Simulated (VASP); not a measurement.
# TiO2 (P4_2/mnm) in VASP: further runs, part 3 of 3

VASP 6.6.1. The steps go on from the part before.

### Step 5. Single point, PBE

This run uses another cell than the first one, of 9.80 Å³/atom, 1.019 times its volume.

Input file INCAR:

```
SYSTEM = TiO2
  PREC = Accurate
  ENCUT = 520
  EDIFF = 1E-7
  ISMEAR = 0
  SIGMA = 0.05
  LREAL = .FALSE.
  LASPH = .TRUE.
  NELM = 100
  ALGO = Normal
  ISIF = 2
  LWAVE = .FALSE.
  LCHARG = .FALSE.
  GGA = PE
  NBANDS = 33
```

Input file KPOINTS:

```
Automatic mesh
0
G
  6 6 10
  0 0 0
```

Input file POSCAR:

```
TiO2
1.0
    4.6433998178      0.0000000000      0.0000000000
    0.0000000000      4.6433998178      0.0000000000
    0.0000000000      0.0000000000      2.7268000000
Ti O
2 4
Direct
    0.0000000000      0.0000000000      0.0000000000
    0.5000000000      0.5000000000      0.5000000000
    0.3050970583      0.3050970583      0.0000000000
    0.1949029417      0.8050970583      0.5000000000
    0.6949029417      0.6949029417      0.0000000000
    0.8050970583      0.1949029417      0.5000000000
```

Potentials or basis: VASP PAW PBE potentials, release 64 (Ti_sv, O).

Run with:

```console
> cat potpaw_PBE.64/Ti_sv/POTCAR potpaw_PBE.64/O/POTCAR > POTCAR
> mpirun -np 1 vasp_std > vasp.out
```

OUTCAR:

```text
SYSTEM = TiO2
   PREC = Accurate
   ENCUT = 520
   EDIFF = 1E-7
   ISMEAR = 0
   LREAL = .FALSE.
   LASPH = .TRUE.
   NELM = 100
   ISIF = 2
   GGA = PE

 ion  position               nearest neighbor table
   1  0.000  0.000  0.000-   4 1.87   6 1.87   4 1.87   6 1.87   5 2.00   3 2.00
   2  0.500  0.500  0.500-   3 1.87   5 1.87   3 1.87   5 1.87   4 2.00   6 2.00
   3  0.305  0.305  0.000-   2 1.87   2 1.87   1 2.00
   4  0.195  0.805  0.500-   1 1.87   1 1.87   2 2.00
   5  0.695  0.695  0.000-   2 1.87   2 1.87   1 2.00
   6  0.805  0.195  0.500-   1 1.87   1 1.87   2 2.00

  LATTYP: Found a simple tetragonal cell.
 ALAT       =     4.6433998178
 C/A-ratio  =     0.5872421301

  Lattice vectors:

 A1 = (   4.6433998178,   0.0000000000,   0.0000000000)
 A2 = (   0.0000000000,   4.6433998178,   0.0000000000)
 A3 = (   0.0000000000,   0.0000000000,   2.7268000000)

Analysis of symmetry for initial positions (statically):
=====================================================================
 Subroutine PRICEL returns:
 Original cell was already a primitive cell.

 Routine SETGRP: Setting up the symmetry group for a
 simple tetragonal supercell.

 Subroutine GETGRP returns: Found 16 space group operations
 (whereof  8 operations were pure point group operations)
 out of a pool of 16 trial point group operations.

The static configuration has the point symmetry D_2h.
 The point group associated with its full space group is D_4h.

Analysis of symmetry for dynamics (positions and initial velocities):
=====================================================================
 Subroutine PRICEL returns:
 Original cell was already a primitive cell.

 Routine SETGRP: Setting up the symmetry group for a
 simple tetragonal supercell.

 Subroutine GETGRP returns: Found 16 space group operations
 (whereof  8 operations were pure point group operations)
 out of a pool of 16 trial point group operations.

The dynamic configuration has the point symmetry D_2h.
 The point group associated with its full space group is D_4h.

 Subroutine INISYM returns: Found 16 space group operations
 (whereof  8 operations are pure point group operations),
 and found     1 'primitive' translations

----------------------------------------------------------------------------------------

                                     Primitive cell

  volume of cell :      58.7930

  direct lattice vectors                    reciprocal lattice vectors
     4.643399818  0.000000000  0.000000000     0.215359443  0.000000000  0.000000000
     0.000000000  4.643399818  0.000000000     0.000000000  0.215359443  0.000000000
     0.000000000  0.000000000  2.726800000     0.000000000  0.000000000  0.366730233

  length of vectors
     4.643399818  4.643399818  2.726800000     0.215359443  0.215359443  0.366730233

  position of ions in fractional coordinates (direct lattice)
     0.000000000  0.000000000  0.000000000
     0.500000000  0.500000000  0.500000000
     0.305097058  0.305097058  0.000000000
     0.194902942  0.805097058  0.500000000
     0.694902942  0.694902942  0.000000000
     0.805097058  0.194902942  0.500000000

  ion indices of the primitive-cell ions
[... 26 lines left out ...]
  Shift w.r.t. Gamma in fractional coordinates (k-lattice)
     0.000000000  0.000000000  0.000000000

 Subroutine IBZKPT returns following result:
 ===========================================

 Found     60 irreducible k-points:

 Following reciprocal coordinates:
            Coordinates               Weight
  0.000000  0.000000  0.000000      1.000000
  0.166667  0.000000  0.000000      4.000000
  0.333333  0.000000  0.000000      4.000000
  0.500000  0.000000  0.000000      2.000000
  0.166667  0.166667  0.000000      4.000000
  0.333333  0.166667  0.000000      8.000000
[... 16 lines left out ...]
  0.333333  0.000000  0.200000      8.000000
  0.500000  0.000000  0.200000      4.000000
 [... further k-points ...]
   k-points           NKPTS =     60   k-points in BZ     NKDIM =     60   number of bands    NBANDS=     33
   number of dos      NEDOS =    301   number of ions     NIONS =      6
   total plane-waves  NPLWV =  25920
   dimension x,y,z NGX =    36 NGY =   36 NGZ =   20
   dimension x,y,z NGXF=    72 NGYF=   72 NGZF=   40
   ions per type =               2   4
   NGX,Y,Z   is equivalent  to a cutoff of  12.89, 12.89, 12.19 a.u.
   NGXF,Y,Z  is equivalent  to a cutoff of  25.78, 25.78, 24.39 a.u.
 SYSTEM =  TiO2
   PREC   = accura    normal or accurate (medium, high low for compatibility)
   ISTART =      0    job   : 0-new  1-cont  2-samecut
   ICHARG =      2    charge: 1-file 2-atom 10-const
   ISPIN  =      1    spin polarized calculation?
   LNONCOLLINEAR =      F non collinear calculations
   LSORBIT =      F    spin-orbit coupling
   LASPH  =      T    aspherical Exc in radial PAW
   ENCUT  =  520.0 eV  38.22 Ry    6.18 a.u.   8.63  8.63  5.07*2*pi/ulx,y,z
   NELM   =    100;   NELMIN=  2; NELMDL= -5     # of ELM steps
   EDIFF  = 0.1E-06   stopping-criterion for ELM
   LREAL  =      F    real-space projection
   EDIFFG = 0.1E-05   stopping-criterion for IOM
   NSW    =      0    number of steps for IOM
   IBRION =     -1    ionic relax: 0-MD 1-quasi-New 2-CG
   NFREE  =      0    steps in history (QN), initial steepest desc. (CG)
   ISIF   =      2    stress and relaxation
   ISYM   =      2    0-nonsym 1-usesym 2-fastsym
   POTIM  = 0.5000    time-step for ionic-motion
   TEBEG  =    0.0;   TEEND  =   0.0 temperature during run
   PSTRESS=    0.0 pullay stress
   NELECT =      48.0000    total number of electrons
   NUPDOWN=      -1.0000    fix difference up-down
   EMIN   =  10.00;   EMAX   =-10.00  energy-range for DOS
   EFERMI =   0.00;   METHOD = LEGACY
   ISMEAR =     0;   SIGMA  =   0.05  broadening in eV -4-tet -1-fermi 0-gaus
   EFERMI_NEDOS =   21; number of points for ismear=-14 and -15
   IALGO  =     38    algorithm
   IMIX   =      4    mixing-type and parameters
     AMIX     =   0.40;   BMIX     =  1.00
     AMIX_MAG =   1.60;   BMIX_MAG =  1.00
  volume/ion in A,a.u.               =       9.80        66.13
  Fermi-wavevector in a.u.,A,eV,Ry     =   1.530077  2.891427 31.853105  2.341137
  Thomas-Fermi vector in A             =   2.637610
   LORBIT       =      0    0 simple, 1 ext, 2 COOP (PROOUT), +10 PAW based schemes
   GGA     = PE    functional components
   LHFCALC =     F    Hartree Fock is set to
   AEXX    =    0.0000 exact exchange contribution
   IVDW    =     0    specifies the selected vdW correction
   LEPSILON=     F    determine dielectric tensor
   LRPA    =     F    only Hartree local field effects (RPA)
 non-spin polarized calculation
 Gauss-broadening in eV      SIGMA  =   0.05
  energy-cutoff  :      520.00
  volume of cell :       58.79
 maximum number of plane-waves:      1622
 NGX is ok and might be reduce to    36
   NGX = 17   NGY = 17   NGZ = 11

 number of electron      48.0000033 magnetization

 Free energy of the ion-electron system (eV)
  ---------------------------------------------------
  ext. energy  EPLUGINS =         0.00000000
  ---------------------------------------------------
  free energy    TOTEN  =       -52.87507165 eV

  energy without entropy =      -52.87507165  energy(sigma->0) =      -52.87507165

 E-fermi :   5.3253     XC(G=0): -11.6958

 val. band max:        5.0501444926   @ k =   0.1667   0.1667   0.0000
 cond. band min:       7.2426675661   @ k =   0.0000   0.0000   0.0000
 fundamental gap:      2.1925230735
 Fermi energy:         5.3253020846

 k-point     1 :       0.0000    0.0000    0.0000
  band No.  band energies     occupation
      1     -51.1798      2.00000
      2     -51.1601      2.00000
      3     -27.5784      2.00000
      4     -27.5784      2.00000
      5     -27.3443      2.00000
      6     -27.3443      2.00000
[... 853 lines left out ...]
     32      11.1925      0.00000
     33      12.6515      0.00000

 [... further k-points ...]
[... 5 lines left out ...]
  --------------------------------------------------------------------------------------
  -------------------------------------------------------------------------------------
  Total        6.2189032      6.2189032     19.7291153      0.0000000      0.0000000      0.0000000
  in kB      169.4723809    169.4723809    537.6414546      0.0000000      0.0000000      0.0000000
  external PRESSURE =     292.1954055 kB  Pullay stress =       0.0000000 kB

 VOLUME and BASIS-vectors are now :
 -----------------------------------------------------------------------------
  energy-cutoff  :      520.00
  volume of cell :       58.79
      direct lattice vectors                 reciprocal lattice vectors
     4.643399818  0.000000000  0.000000000     0.215359443  0.000000000  0.000000000
     0.000000000  4.643399818  0.000000000     0.000000000  0.215359443  0.000000000
     0.000000000  0.000000000  2.726800000     0.000000000  0.000000000  0.366730233

 POSITION                                       TOTAL-FORCE (eV/Angst)
 -----------------------------------------------------------------------------------
      0.00000      0.00000      0.00000         0.000000     -0.000000      0.000000
      2.32170      2.32170      1.36340         0.000000     -0.000000      0.000000
      1.41669      1.41669      0.00000        -0.637752     -0.637752      0.000000
      0.90501      3.73839      1.36340         0.637752     -0.637752      0.000000
      3.22671      3.22671      0.00000         0.637752      0.637752      0.000000
      3.73839      0.90501      1.36340        -0.637752      0.637752      0.000000
 -----------------------------------------------------------------------------------
    total drift:                               -0.000000      0.000000     -0.000000

  FREE ENERGIE OF THE ION-ELECTRON SYSTEM (eV)
  ---------------------------------------------------
  free  energy   TOTEN  =       -52.8750716461 eV

  energy  without entropy=      -52.8750716461  energy(sigma->0) =      -52.87507165
```

It took 45 s on 1 thread of Intel Xeon 6975P-C (Granite Rapids), shared host; peak memory 0.22 GiB.

What came out:

```
Free energy            : -52.8751 eV
Pressure               : 29.2 GPa
Largest force          : 0.902 eV/Å
Band gap on the k mesh : 2.19 eV, indirect (least direct gap 2.21 eV)
```

Forces on the atoms (eV/Å):
```
Ti   0.000  0.000  0.000
Ti   0.000  0.000  0.000
O   -0.638 -0.638  0.000
O    0.638 -0.638  0.000
O    0.638  0.638  0.000
O   -0.638  0.638  0.000
```

### Step 6. Single point, PBE

This run uses another cell than the first one, of 9.89 Å³/atom, 1.028 times its volume.

Input file INCAR:

```
SYSTEM = TiO2
PREC = Accurate
ENCUT = 520
EDIFF = 1E-7
ISMEAR = 0
SIGMA = 0.05
LREAL = .FALSE.
LASPH = .TRUE.
NELM = 80
ALGO = Normal
ISIF = 2
LWAVE = .FALSE.
LCHARG = .FALSE.
GGA = PE
NBANDS = 33
```

KPOINTS is that of step 5.

POSCAR, as its differences from that of step 5:

```diff
@@ -2,5 +2,5 @@
 1.0
-    4.6433998178      0.0000000000      0.0000000000
-    0.0000000000      4.6433998178      0.0000000000
-    0.0000000000      0.0000000000      2.7268000000
+    4.5351000000      0.0000000000      0.0000000000
+    0.0000000000      4.5351000000      0.0000000000
+    0.0000000000      0.0000000000      2.8848000000
 Ti O
```

Potentials or basis: VASP PAW PBE potentials, release 64 (Ti_sv, O).

Run with:

```console
> cat potpaw_PBE.64/Ti_sv/POTCAR potpaw_PBE.64/O/POTCAR > POTCAR
> mpirun -np 1 vasp_std > vasp.out
```

Run time: 52 s. Hardware: 1 thread of Intel Xeon 6975P-C (Granite Rapids), shared host; peak memory 0.23 GiB.

Results (log left out):

```yaml
Free_energy: -53.3786 eV
Pressure: 20.7 GPa
Largest_force: 0.464 eV/Å
Band_gap_on_the_k_mesh: 2.02 eV, direct
```

Forces in eV/Å, atoms in the order of the input:
```
Ti   0.000  0.000  0.000
Ti   0.000  0.000  0.000
O   -0.328 -0.328  0.000
O    0.328 -0.328  0.000
O    0.328  0.328  0.000
O   -0.328  0.328  0.000
```

Stress tensor (GPa, compression positive):
```
18.40  0.00  0.00
 0.00 18.40  0.00
 0.00  0.00 25.41
```

Levels at points of the mesh, in eV from the valence-band top:
```
           k point  band 20  band 21  band 22  band 23  band 24  band 25  band 26  band 27  band 28  band 29
(0.00, 0.00, 0.00)    -1.90    -0.63    -0.43    -0.43     0.00     2.02     2.36     2.66     2.75     2.75
(0.50, 0.00, 0.00)    -3.10    -1.58    -1.58    -0.77    -0.77     2.77     2.77     3.30     3.30     3.89
(0.50, 0.50, 0.00)    -2.33    -1.23    -1.23    -1.04    -1.04     2.07     2.07     2.77     2.77     4.18
(0.00, 0.00, 0.50)    -2.84    -2.48    -2.48    -1.44    -1.44     3.19     3.19     3.55     3.55     3.96
(0.50, 0.00, 0.50)    -2.38    -2.13    -2.13    -1.07    -1.07     2.06     2.06     3.57     3.57     4.23
(0.50, 0.50, 0.50)    -2.81    -1.33    -1.33    -0.66    -0.66     2.79     2.79     3.47     3.47     3.59
```

### Step 7. Overview

| cell | gap on the mesh (eV) | pressure (GPa) | largest force (eV/Å) |
| --- | --- | --- | --- |
| a = 4.535, b = 4.535, c = 2.806 Å, 6 atoms | 2.15 | 31.7 | 0.80 |
| a = 4.318, b = 4.318, c = 3.122 Å, 6 atoms | 2.06 | 22.2 | 0.05 |
| a = 4.427, b = 4.427, c = 2.964 Å, 6 atoms | 2.00 | 25.1 | 0.35 |
| a = 4.643, b = 4.643, c = 2.727 Å, 6 atoms | 2.19 | 29.2 | 0.90 |
| a = 4.535, b = 4.535, c = 2.885 Å, 6 atoms | 2.02 | 20.7 | 0.46 |

Alike in all rows: task single point; level PBE; potentials or basis VASP PAW PBE potentials, release 64 (Ti_sv, O); no spin polarisation; k mesh 6 × 6 × 10; cutoff (eV) 520; smearing gaussian 0.05 eV.

Total energies depend on the potentials used, so only differences within one code and one set of settings carry meaning.
